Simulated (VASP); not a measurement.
# Mo (I4_1/amd) in VASP: relaxation of cell and atoms with PBE

Aim: the relaxation of cell and atoms of Mo with PBE.

Everything below comes from runs of VASP 6.6.1. Logs are shortened: lines on timing, memory, paths and dates and some standing lists are left out, and cuts for length are marked.

## (1) The cell of the first run

Symmetry: I4_1/amd, No. 141, tetragonal system. The conventional cell has a = 4.918 Å, b = 4.918 Å, c = 2.705 Å, α = 90.00°, β = 90.00°, γ = 90.00°. Within 3.4 Å of Mo (site symmetry -4m2) lie 10 Mo at 2.55 to 3.19 Å.

## (2) Relaxation of cell and atoms, PBE, target pressure -1.3 GPa, at which the enthalpy is minimised

INCAR

```
SYSTEM = Mo
  PREC = Accurate
  ENCUT = 600
  EDIFF = 1E-7
  ISMEAR = -1
  SIGMA = 0.08
  LREAL = .FALSE.
  LASPH = .TRUE.
  NELM = 60
  ALGO = Normal
  ISIF = 3
  LWAVE = .FALSE.
  LCHARG = .FALSE.
  GGA = PE
  IBRION = 2
  NSW = 60
  EDIFFG = -0.005
  PSTRESS = -13.0
```

KPOINTS

```
regular mesh
0
G
  16 16 16
  0 0 0
```

POSCAR

```
Mo
1.0
   -2.4590995544      2.4590995544      1.3525047549
    2.4590995544     -2.4590995544      1.3525047549
    2.4590995544      2.4590995544     -1.3525047549
Mo
2
Direct
   -0.3750000000     -0.1250000000     -0.2500000000
    0.3750000000      0.1250000000      0.2500000000
```

Potentials or basis: VASP PAW PBE potentials, release 64 (Mo_sv).

Started as:

```sh
$ cat potpaw_PBE.64/Mo_sv/POTCAR > POTCAR
$ mpirun -np 1 vasp_std > vasp.out
```

OUTCAR:

```text
SYSTEM = Mo
   PREC = Accurate
   ENCUT = 600
   EDIFF = 1E-7
   ISMEAR = -1
   LREAL = .FALSE.
   LASPH = .TRUE.
   NELM = 60
   ISIF = 3
   GGA = PE
   IBRION = 2
   NSW = 60
   EDIFFG = -0.005
   PSTRESS = -13.0

 ion  position               nearest neighbor table
   1  0.625  0.875  0.750-   2 2.55   2 2.55   2 2.55   2 2.55   2 3.19   2 3.19   2 3.19   2 3.19

   2  0.375  0.125  0.250-   1 2.55   1 2.55   1 2.55   1 2.55   1 3.19   1 3.19   1 3.19   1 3.19

  LATTYP: Found a body centered tetragonal cell.
 ALAT       =     4.9181991088
 C/A-ratio  =     0.5500000000

  Lattice vectors:

 A1 = (  -2.4590995544,   2.4590995544,   1.3525047549)
 A2 = (   2.4590995544,  -2.4590995544,   1.3525047549)
 A3 = (   2.4590995544,   2.4590995544,  -1.3525047549)

Analysis of symmetry for initial positions (statically):
=====================================================================
 Subroutine PRICEL returns:
 Original cell was already a primitive cell.

 Routine SETGRP: Setting up the symmetry group for a
 body centered tetragonal supercell.

 Subroutine GETGRP returns: Found 16 space group operations
 (whereof  4 operations were pure point group operations)
 out of a pool of 16 trial point group operations.

The static configuration has the point symmetry C_2h.
 The point group associated with its full space group is D_4h.

Analysis of symmetry for dynamics (positions and initial velocities):
=====================================================================
 Subroutine PRICEL returns:
 Original cell was already a primitive cell.

 Routine SETGRP: Setting up the symmetry group for a
 body centered tetragonal supercell.

 Subroutine GETGRP returns: Found 16 space group operations
 (whereof  4 operations were pure point group operations)
 out of a pool of 16 trial point group operations.

The dynamic configuration has the point symmetry C_2h.
 The point group associated with its full space group is D_4h.

 Subroutine INISYM returns: Found 16 space group operations
 (whereof  4 operations are pure point group operations),
 and found     1 'primitive' translations

----------------------------------------------------------------------------------------

                                     Primitive cell

  volume of cell :      32.7153

  direct lattice vectors                    reciprocal lattice vectors
    -2.459099554  2.459099554  1.352504755     0.000000000  0.203326457  0.369684467
     2.459099554 -2.459099554  1.352504755     0.203326457  0.000000000  0.369684467
     2.459099554  2.459099554 -1.352504755     0.203326457  0.203326457  0.000000000

  length of vectors
     3.731435427  3.731435427  3.731435427     0.421910244  0.421910244  0.287547033

  position of ions in fractional coordinates (direct lattice)
     0.625000000  0.875000000  0.750000000
     0.375000000  0.125000000  0.250000000

  ion indices of the primitive-cell ions
   primitive index   ion index
                 1           1
                 2           2

----------------------------------------------------------------------------------------

 KPOINTS: regular mesh

Automatic generation of k-mesh.
 Grid dimensions read from file:
 generate k-points for:   16   16   16

 Generating k-lattice:

  Cartesian coordinates                     Fractional coordinates (reciprocal lattice)
     0.000000000  0.012707904  0.023105279     0.062500000  0.000000000 -0.000000000
     0.012707904  0.000000000  0.023105279     0.000000000  0.062500000 -0.000000000
     0.012707904  0.012707904  0.000000000     0.000000000  0.000000000  0.062500000

  Length of vectors
     0.026369390  0.026369390  0.017971690

  Shift w.r.t. Gamma in fractional coordinates (k-lattice)
     0.000000000  0.000000000  0.000000000

 Subroutine IBZKPT returns following result:
 ===========================================

 Found    349 irreducible k-points:

 Following reciprocal coordinates:
            Coordinates               Weight
  0.000000  0.000000  0.000000      1.000000
  0.062500  0.000000  0.000000      8.000000
  0.125000  0.000000  0.000000      8.000000
  0.187500 -0.000000  0.000000      8.000000
  0.250000  0.000000  0.000000      8.000000
  0.312500  0.000000  0.000000      8.000000
[... 16 lines left out ...]
 -0.125000  0.062500  0.000000     16.000000
 -0.062500  0.062500  0.000000      4.000000
 [... further k-points ...]
   k-points           NKPTS =    349   k-points in BZ     NKDIM =    349   number of bands    NBANDS=     18
   number of dos      NEDOS =    301   number of ions     NIONS =      2
   total plane-waves  NPLWV =  27000
   dimension x,y,z NGX =    30 NGY =   30 NGZ =   30
   dimension x,y,z NGXF=    60 NGYF=   60 NGZF=   60
   ions per type =               2
   NGX,Y,Z   is equivalent  to a cutoff of  13.37, 13.37, 13.37 a.u.
   NGXF,Y,Z  is equivalent  to a cutoff of  26.73, 26.73, 26.73 a.u.
 SYSTEM =  Mo
   PREC   = accura    normal or accurate (medium, high low for compatibility)
   ISTART =      0    job   : 0-new  1-cont  2-samecut
   ICHARG =      2    charge: 1-file 2-atom 10-const
   ISPIN  =      1    spin polarized calculation?
   LNONCOLLINEAR =      F non collinear calculations
   LSORBIT =      F    spin-orbit coupling
   LASPH  =      T    aspherical Exc in radial PAW
   ENCUT  =  600.0 eV  44.10 Ry    6.64 a.u.   7.45  7.45  7.45*2*pi/ulx,y,z
   NELM   =     60;   NELMIN=  2; NELMDL= -5     # of ELM steps
   EDIFF  = 0.1E-06   stopping-criterion for ELM
   LREAL  =      F    real-space projection
   EDIFFG = -.5E-02   stopping-criterion for IOM
   NSW    =     60    number of steps for IOM
   IBRION =      2    ionic relax: 0-MD 1-quasi-New 2-CG
   NFREE  =      1    steps in history (QN), initial steepest desc. (CG)
   ISIF   =      3    stress and relaxation
   ISYM   =      2    0-nonsym 1-usesym 2-fastsym
   POTIM  = 0.5000    time-step for ionic-motion
   TEBEG  =    0.0;   TEEND  =   0.0 temperature during run
   PSTRESS=  -13.0 pullay stress
   NELECT =      28.0000    total number of electrons
   NUPDOWN=      -1.0000    fix difference up-down
   EMIN   =  10.00;   EMAX   =-10.00  energy-range for DOS
   EFERMI =   0.00;   METHOD = LEGACY
   ISMEAR =    -1;   SIGMA  =   0.08  broadening in eV -4-tet -1-fermi 0-gaus
   EFERMI_NEDOS =   21; number of points for ismear=-14 and -15
   IALGO  =     38    algorithm
   IMIX   =      4    mixing-type and parameters
     AMIX     =   0.40;   BMIX     =  1.00
     AMIX_MAG =   1.60;   BMIX_MAG =  1.00
  volume/ion in A,a.u.               =      16.36       110.39
  Fermi-wavevector in a.u.,A,eV,Ry     =   1.554332  2.937262 32.870975  2.415949
  Thomas-Fermi vector in A             =   2.658434
   LORBIT       =      0    0 simple, 1 ext, 2 COOP (PROOUT), +10 PAW based schemes
   GGA     = PE    functional components
   LHFCALC =     F    Hartree Fock is set to
   AEXX    =    0.0000 exact exchange contribution
   IVDW    =     0    specifies the selected vdW correction
   LEPSILON=     F    determine dielectric tensor
   LRPA    =     F    only Hartree local field effects (RPA)
 conjugate gradient relaxation of ions
 non-spin polarized calculation
  energy-cutoff  :      600.00
  volume of cell :       32.72
 maximum number of plane-waves:      1126
 NGX is ok and might be reduce to    30
   NGX = 15   NGY = 15   NGZ = 15

--------------------------------------- Ionic step        1  -------------------------------------------

 number of electron      27.9999997 magnetization

 Free energy of the ion-electron system (eV)
  ---------------------------------------------------
  ext. energy  EPLUGINS =         0.00000000
  ---------------------------------------------------
  free energy    TOTEN  =       -20.16064896 eV

  energy without entropy =      -20.12017135  energy(sigma->0) =      -20.14041015

------------------------ aborting loop because EDIFF is reached ----------------------------------------

  FORCE on cell =-STRESS in cart. coord.  units (eV):
  Direction    XX          YY          ZZ          XY          YZ          ZX
  --------------------------------------------------------------------------------------
  -------------------------------------------------------------------------------------
  Total        2.2340637      2.2340637      0.3080218      0.0000000      0.0000000     -0.0000000
  in kB      109.4095213    109.4095213     15.0848498      0.0000000      0.0000000     -0.0000000
  external PRESSURE =      90.9679641 kB  Pullay stress =     -13.0000000 kB
[... 23 lines left out ...]
  enthalpy is  TOTEN    =       -20.4260996048 eV   P V=       -0.2654506445

--------------------------------------- Ionic step        2  -------------------------------------------

 number of electron      27.9999999 magnetization

 E-fermi :   9.9079     XC(G=0): -12.3201

 val. band max:        9.9074211737   @ k =  -0.1875  -0.1875   0.1250
 cond. band min:       9.9087666932   @ k =  -0.1875  -0.4375   0.1875
 fundamental gap:      0.0013455196
 Fermi energy:         9.9079126024

 k-point     1 :       0.0000    0.0000    0.0000
  band No.  band energies     occupation
      1     -51.1622      2.00000
      2     -50.8891      2.00000
      3     -25.5464      2.00000
      4     -25.5464      2.00000
      5     -24.6460      2.00000
      6     -24.6460      2.00000
[... 10 lines left out ...]
     17      11.4882      0.00000
     18      13.2731      0.00000
[... 550 lines left out ...]
  FREE ENERGIE OF THE ION-ELECTRON SYSTEM (eV)
  ---------------------------------------------------
  free  energy   TOTEN  =       -20.2005483727 eV

  energy  without entropy=      -20.1566238924  energy(sigma->0) =      -20.17858613

  enthalpy is  TOTEN    =       -20.4792646206 eV   P V=       -0.2787162479

[... ionic steps 4 to 7 ...]

--------------------------------------- Ionic step        8  -------------------------------------------

 number of electron      28.0000003 magnetization

------------------------ aborting loop because EDIFF is reached ----------------------------------------

  FORCE on cell =-STRESS in cart. coord.  units (eV):
  Direction    XX          YY          ZZ          XY          YZ          ZX
  --------------------------------------------------------------------------------------
  -------------------------------------------------------------------------------------
  Total       -0.3993053     -0.3993053     -0.3382269      0.0000000      0.0000000     -0.0000000
  in kB      -18.7299888    -18.7299888    -15.8650212      0.0000000      0.0000000     -0.0000000
  external PRESSURE =      -4.7749996 kB  Pullay stress =     -13.0000000 kB
[... 61 lines left out ...]
  enthalpy is  TOTEN    =       -20.4952176560 eV   P V=       -0.2764280722

--------------------------------------- Ionic step       10  -------------------------------------------

 number of electron      28.0000003 magnetization

 Free energy of the ion-electron system (eV)
  ---------------------------------------------------
  ext. energy  EPLUGINS =         0.00000000
  ---------------------------------------------------
  free energy    TOTEN  =       -20.21875441 eV

  energy without entropy =      -20.17626023  energy(sigma->0) =      -20.19750732

 E-fermi :  11.2004     XC(G=0): -12.8050

 val. band max:       11.1966570299   @ k =   0.2500   0.1250   0.0625
 cond. band min:      11.2060603999   @ k =   0.5000   0.2500   0.1250
 fundamental gap:      0.0094033700
 Fermi energy:        11.2004289630

 k-point     1 :       0.0000    0.0000    0.0000
  band No.  band energies     occupation
      1     -49.8762      2.00000
      2     -49.4969      2.00000
      3     -24.3624      2.00000
      4     -24.3624      2.00000
      5     -23.2018      2.00000
      6     -23.2018      2.00000
[... 10 lines left out ...]
     17      12.9969      0.00000
     18      14.9986      0.00000
[... 512 lines left out ...]
  FREE ENERGIE OF THE ION-ELECTRON SYSTEM (eV)
  ---------------------------------------------------
  free  energy   TOTEN  =       -20.2187544122 eV

  energy  without entropy=      -20.1762602269  energy(sigma->0) =      -20.19750732

  enthalpy is  TOTEN    =       -20.4952228375 eV   P V=       -0.2764684253

 reached required accuracy - stopping structural energy minimisation
```

It took 11 min on 1 thread of Intel Xeon 6975P-C (Granite Rapids), shared host; peak memory 0.35 GiB.

What came out:

- Free energy: -20.2188 eV
- Relaxed volume: 17.04 Å³/atom
- Relaxed cell: a = 3.824 Å, b = 3.824 Å, c = 3.824 Å, α = 96.89°, β = 96.89°, γ = 139.48°
- Space group after relaxing (to 0.1 Å): I4_1/amd (No. 141)
- Energy change on relaxing (the run minimises the enthalpy): -29.1 meV/atom
- Ionic steps: 10
- Pressure after relaxing: -1.3 GPa
- Band gap on the k mesh: zero (bands 14 and 15 overlap by 2.79 eV)

Step by step:
```
step  energy change (eV)  largest force (eV/Å)  pressure (GPa)  volume (Å³)
   1              0.0000                0.0000            7.80        32.72
   2              0.1307                0.0000          -16.18        37.29
   3             -0.0399                0.0000           -2.87        34.35
   4             -0.0403                0.0000           -2.62        34.31
   5             -0.0576                0.0000           -1.33        34.07
   6             -0.0585                0.0000           -1.02        34.02
   7             -0.0585                0.0000           -0.98        34.02
   8             -0.0573                0.0000           -1.78        34.16
   9             -0.0581                0.0000           -1.27        34.07
  10             -0.0581                0.0000           -1.30        34.07
```

Final structure:
```
CELL_PARAMETERS angstrom
-2.53639 2.53639 1.32410
2.53639 -2.53639 1.32410
2.53639 2.53639 -1.32410
ATOMIC_POSITIONS crystal
Mo 0.62500 0.87500 0.75000
Mo 0.37500 0.12500 0.25000
```

Caveat: the cell is relaxed towards a set pressure, so the run minimises the enthalpy, not the energy.
